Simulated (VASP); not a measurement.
# Pb (P-1) in VASP: single point with PBE

Aim: the single point of Pb with PBE.

All numbers are computed with VASP 6.6.1; they aren't measurements. Logs are shortened: lines on timing, memory, paths and dates and some standing lists are left out, and cuts for length are marked.

## Step 1: The cell of the first run

The typed cell holds 2 atoms: a = 3.481 Å, b = 3.435 Å, c = 5.591 Å, α = 89.36°, β = 88.27°, γ = 118.70°.

## Step 2: Single point, PBE (equal xy, yz and zx shear strains of +3 %)

INCAR reads:

```
SYSTEM = Pb
ALGO = Normal
EDIFF = 1E-7
ENCUT = 520
GGA = PE
ISIF = 2
ISMEAR = -1
LASPH = .True.
LCHARG = .True.
LELF = .True.
LREAL = .False.
LVHAR = .True.
LWAVE = .False.
NBANDS = 21
NELM = 80
PREC = Accurate
SIGMA = 0.05
```

KPOINTS reads:

```
k-points
0
Gamma
  12 12 7
  0 0 0
```

POSCAR reads:

```
Pb
1.0
    3.4800006906      0.0522000104      0.0522000104
   -1.6947938102      2.9876689980      0.0191065299
    0.0838500000      0.0838500000      5.5900000000
Pb
2
Direct
    0.3333333333      0.6666666667      0.2500000000
    0.6666666667      0.3333333333      0.7500000000
```

Potentials or basis: VASP PAW PBE potentials, release 64 (Pb_d).

Command:

```
cat potpaw_PBE.64/Pb_d/POTCAR > POTCAR
mpirun -np 1 vasp_std > vasp.out
```

OUTCAR:

```text
SYSTEM = Pb
   EDIFF = 1E-7
   ENCUT = 520
   GGA = PE
   ISIF = 2
   ISMEAR = -1
   LASPH = .True.
   LREAL = .False.
   NELM = 80
   PREC = Accurate

 ion  position               nearest neighbor table
   1  0.333  0.667  0.250-   2 3.39   2 3.39   2 3.41   2 3.45   2 3.49   2 3.52
   2  0.667  0.333  0.750-   1 3.39   1 3.39   1 3.41   1 3.45   1 3.49   1 3.52

  LATTYP: Found a triclinic cell.
 ALAT       =     3.5260249314
 B/A-ratio  =     0.9741696453
 C/A-ratio  =     1.5857113087
 COS(alpha) =     0.0112057054
 COS(beta)  =     0.0407400298
 COS(gamma) =     0.5001712246

  Lattice vectors:

 A1 = (   1.7852068804,   3.0398690084,   0.0713065403)
 A2 = (  -1.6947938102,   2.9876689980,   0.0191065299)
 A3 = (   0.0838500000,   0.0838500000,   5.5900000000)

Analysis of symmetry for initial positions (statically):
=====================================================================
 Subroutine PRICEL returns:
 Original cell was already a primitive cell.

 Routine SETGRP: Setting up the symmetry group for a
 triclinic supercell.

 Subroutine GETGRP returns: Found  2 space group operations
 (whereof  2 operations were pure point group operations)
 out of a pool of  2 trial point group operations.

The static configuration has the point symmetry S_2 .

Analysis of symmetry for dynamics (positions and initial velocities):
=====================================================================
 Subroutine PRICEL returns:
 Original cell was already a primitive cell.

 Routine SETGRP: Setting up the symmetry group for a
 triclinic supercell.

 Subroutine GETGRP returns: Found  2 space group operations
 (whereof  2 operations were pure point group operations)
 out of a pool of  2 trial point group operations.

The dynamic configuration has the point symmetry S_2 .

 Subroutine INISYM returns: Found  2 space group operations
 (whereof  2 operations are pure point group operations),
 and found     1 'primitive' translations

----------------------------------------------------------------------------------------

                                     Primitive cell

  volume of cell :      58.5883

  direct lattice vectors                    reciprocal lattice vectors
     3.480000691  0.052200010  0.052200010     0.285030832  0.161730276 -0.006701417
    -1.694793810  2.987668998  0.019106530    -0.004905777  0.331957607 -0.004905777
     0.083850000  0.083850000  5.590000000    -0.002644880 -0.002644880  0.178970223

  length of vectors
     3.480783603  3.434946457  5.591257609     0.327786769  0.332030098  0.179009306

  position of ions in fractional coordinates (direct lattice)
     0.333333333  0.666666667  0.250000000
     0.666666667  0.333333333  0.750000000

  ion indices of the primitive-cell ions
   primitive index   ion index
                 1           1
                 2           2

----------------------------------------------------------------------------------------

 KPOINTS: k-points

Automatic generation of k-mesh.
 Grid dimensions read from file:
 generate k-points for:   12   12    7

 Generating k-lattice:

  Cartesian coordinates                     Fractional coordinates (reciprocal lattice)
     0.023752569  0.013477523 -0.000558451     0.083333333 -0.000000000 -0.000000000
    -0.000408815  0.027663134 -0.000408815    -0.000000000  0.083333333 -0.000000000
    -0.000377840 -0.000377840  0.025567175     0.000000000  0.000000000  0.142857143

  Length of vectors
     0.027315564  0.027669175  0.025572758

  Shift w.r.t. Gamma in fractional coordinates (k-lattice)
     0.000000000  0.000000000  0.000000000

 Subroutine IBZKPT returns following result:
 ===========================================

 Found    506 irreducible k-points:

 Following reciprocal coordinates:
            Coordinates               Weight
  0.000000  0.000000  0.000000      1.000000
  0.083333 -0.000000  0.000000      2.000000
  0.166667  0.000000 -0.000000      2.000000
  0.250000 -0.000000 -0.000000      2.000000
  0.333333  0.000000 -0.000000      2.000000
  0.416667 -0.000000 -0.000000      2.000000
[... 16 lines left out ...]
  0.250000  0.166667 -0.000000      2.000000
  0.333333  0.166667 -0.000000      2.000000
 [... further k-points ...]
   k-points           NKPTS =    506   k-points in BZ     NKDIM =    506   number of bands    NBANDS=     21
   number of dos      NEDOS =    301   number of ions     NIONS =      2
   total plane-waves  NPLWV =  32928
   dimension x,y,z NGX =    28 NGY =   28 NGZ =   42
   dimension x,y,z NGXF=    56 NGYF=   56 NGZF=   84
   ions per type =               2
   NGX,Y,Z   is equivalent  to a cutoff of  13.37, 13.55, 12.49 a.u.
   NGXF,Y,Z  is equivalent  to a cutoff of  26.75, 27.10, 24.98 a.u.
 SYSTEM =  Pb
   PREC   = accura    normal or accurate (medium, high low for compatibility)
   ISTART =      0    job   : 0-new  1-cont  2-samecut
   ICHARG =      2    charge: 1-file 2-atom 10-const
   ISPIN  =      1    spin polarized calculation?
   LNONCOLLINEAR =      F non collinear calculations
   LSORBIT =      F    spin-orbit coupling
   LASPH  =      T    aspherical Exc in radial PAW
   ENCUT  =  520.0 eV  38.22 Ry    6.18 a.u.   6.47  6.39 10.40*2*pi/ulx,y,z
   NELM   =     80;   NELMIN=  2; NELMDL= -5     # of ELM steps
   EDIFF  = 0.1E-06   stopping-criterion for ELM
   LREAL  =      F    real-space projection
   EDIFFG = 0.1E-05   stopping-criterion for IOM
   NSW    =      0    number of steps for IOM
   IBRION =     -1    ionic relax: 0-MD 1-quasi-New 2-CG
   NFREE  =      0    steps in history (QN), initial steepest desc. (CG)
   ISIF   =      2    stress and relaxation
   ISYM   =      2    0-nonsym 1-usesym 2-fastsym
   POTIM  = 0.5000    time-step for ionic-motion
   TEBEG  =    0.0;   TEEND  =   0.0 temperature during run
   PSTRESS=    0.0 pullay stress
   NELECT =      28.0000    total number of electrons
   NUPDOWN=      -1.0000    fix difference up-down
   EMIN   =  10.00;   EMAX   =-10.00  energy-range for DOS
   EFERMI =   0.00;   METHOD = LEGACY
   ISMEAR =    -1;   SIGMA  =   0.05  broadening in eV -4-tet -1-fermi 0-gaus
   EFERMI_NEDOS =   21; number of points for ismear=-14 and -15
   IALGO  =     38    algorithm
   IMIX   =      4    mixing-type and parameters
     AMIX     =   0.40;   BMIX     =  1.00
     AMIX_MAG =   1.60;   BMIX_MAG =  1.00
  volume/ion in A,a.u.               =      29.29       197.69
  Fermi-wavevector in a.u.,A,eV,Ry     =   1.279943  2.418741 22.289795  1.638254
  Thomas-Fermi vector in A             =   2.412399
   LORBIT       =      0    0 simple, 1 ext, 2 COOP (PROOUT), +10 PAW based schemes
   GGA     = PE    functional components
[... 5 lines left out ...]
 non-spin polarized calculation
  energy-cutoff  :      520.00
  volume of cell :       58.59
 maximum number of plane-waves:      1600
 NGX is ok and might be reduce to    28
   NGX = 13   NGY = 13   NGZ = 21

 number of electron      28.0000005 magnetization

 Free energy of the ion-electron system (eV)
  ---------------------------------------------------
  ext. energy  EPLUGINS =         0.00000000
  ---------------------------------------------------
  free energy    TOTEN  =        -7.02025733 eV

  energy without entropy =       -7.00995621  energy(sigma->0) =       -7.01510677

 E-fermi :   7.6503     XC(G=0): -10.3529

 val. band max:        7.6478011184   @ k =   0.2500   0.3333   0.0000
 cond. band min:       7.6541155152   @ k =  -0.3333  -0.1667   0.1429
 fundamental gap:      0.0063143968
 Fermi energy:         7.6503037451

 k-point     1 :       0.0000    0.0000    0.0000
  band No.  band energies     occupation
      1      -9.4739      2.00000
      2      -9.4319      2.00000
      3      -9.4258      2.00000
      4      -9.4008      2.00000
      5      -9.3787      2.00000
      6      -9.3579      2.00000
[... 13 lines left out ...]
     20      16.7598      0.00000
     21      18.9660      0.00000

 k-point     2 :       0.0833   -0.0000    0.0000
  band No.  band energies     occupation
      1      -9.4774      2.00000
      2      -9.4388      2.00000
      3      -9.4087      2.00000
      4      -9.3914      2.00000
      5      -9.3643      2.00000
      6      -9.3492      2.00000
[... 13 lines left out ...]
     20      17.4633      0.00000
     21      18.5242      0.00000

 k-point     3 :       0.1667    0.0000   -0.0000
  band No.  band energies     occupation
      1      -9.5028      2.00000
      2      -9.4211      2.00000
      3      -9.4025      2.00000
      4      -9.3774      2.00000
      5      -9.3619      2.00000
      6      -9.3348      2.00000
[... 13 lines left out ...]
     20      17.8074      0.00000
     21      18.5490      0.00000

 k-point     4 :       0.2500   -0.0000   -0.0000
  band No.  band energies     occupation
      1      -9.5380      2.00000
      2      -9.4208      2.00000
      3      -9.4113      2.00000
      4      -9.3856      2.00000
      5      -9.3660      2.00000
      6      -9.2758      2.00000
[... 13 lines left out ...]
     20      17.2359      0.00000
     21      18.6693      0.00000

 k-point     5 :       0.3333    0.0000   -0.0000
  band No.  band energies     occupation
      1      -9.5710      2.00000
      2      -9.4481      2.00000
      3      -9.4308      2.00000
      4      -9.4036      2.00000
      5      -9.3331      2.00000
      6      -9.2625      2.00000
[... 13 lines left out ...]
     20      16.7136      0.00000
     21      18.5551      0.00000
[... 382 lines left out ...]
     20      16.8064      0.00000
     21      18.4629      0.00000

 k-point    22 :       0.1667    0.1667   -0.0000
  band No.  band energies     occupation
      1      -9.4685      2.00000
      2      -9.4579      2.00000
      3      -9.4329      2.00000
      4      -9.3903      2.00000
      5      -9.3381      2.00000
      6      -9.3080      2.00000
[... 13 lines left out ...]
     20      17.5175      0.00000
     21      18.3432      0.00000

 k-point    23 :       0.2500    0.1667   -0.0000
  band No.  band energies     occupation
      1      -9.4960      2.00000
      2      -9.4709      2.00000
      3      -9.4182      2.00000
      4      -9.3935      2.00000
      5      -9.3290      2.00000
      6      -9.2713      2.00000
[... 13 lines left out ...]
     20      17.5537      0.00000
     21      19.7826      0.00000

 k-point    24 :       0.3333    0.1667   -0.0000
  band No.  band energies     occupation
      1      -9.5177      2.00000
      2      -9.4984      2.00000
      3      -9.3945      2.00000
      4      -9.3880      2.00000
      5      -9.3176      2.00000
      6      -9.2892      2.00000
[... 13 lines left out ...]
     20      17.2830      0.00000
     21      20.6685      0.00000

 [... further k-points ...]
[... 5 lines left out ...]
  --------------------------------------------------------------------------------------
  -------------------------------------------------------------------------------------
  Total        1.3839468      1.4201255      1.6475141     -0.1427148     -0.1635021     -0.1578791
  in kB       37.8459311     38.8352872     45.0535421     -3.9027336     -4.4711908     -4.3174226
  external PRESSURE =      40.5782535 kB  Pullay stress =       0.0000000 kB

 VOLUME and BASIS-vectors are now :
 -----------------------------------------------------------------------------
  energy-cutoff  :      520.00
  volume of cell :       58.59
      direct lattice vectors                 reciprocal lattice vectors
     3.480000691  0.052200010  0.052200010     0.285030832  0.161730276 -0.006701417
    -1.694793810  2.987668998  0.019106530    -0.004905777  0.331957607 -0.004905777
     0.083850000  0.083850000  5.590000000    -0.002644880 -0.002644880  0.178970223

 POSITION                                       TOTAL-FORCE (eV/Angst)
 -----------------------------------------------------------------------------------
      0.05110      2.03014      1.42764        -0.010274      0.001335      0.006672
      1.81796      1.09358      4.23367         0.010274     -0.001335     -0.006672
 -----------------------------------------------------------------------------------
    total drift:                                0.000000     -0.000000     -0.000000

  FREE ENERGIE OF THE ION-ELECTRON SYSTEM (eV)
  ---------------------------------------------------
  free  energy   TOTEN  =        -7.0202573335 eV

  energy  without entropy=       -7.0099562056  energy(sigma->0) =       -7.01510677
```

It took 7.3 min on 1 thread of Intel Xeon Platinum 8259CL at 2.50GHz (Skylake/Cascade Lake), shared host; peak memory 0.56 GiB.

What came out:

```
Free energy            : -7.0203 eV
Pressure               : 4.1 GPa
Largest force          : 0.012 eV/Å
Band gap on the k mesh : zero (band 14 reaches 13.12 eV, above the bottom of band 15 at 5.66 eV)
```

Forces on the atoms (eV/Å):
```
Pb  -0.010  0.001  0.007
Pb   0.010 -0.001 -0.007
```

Caveat: the cell differs from its parent crystal (equal xy, yz and zx shear strains of +3 %); spin-orbit coupling is left out, which moves the levels of the heavy elements.
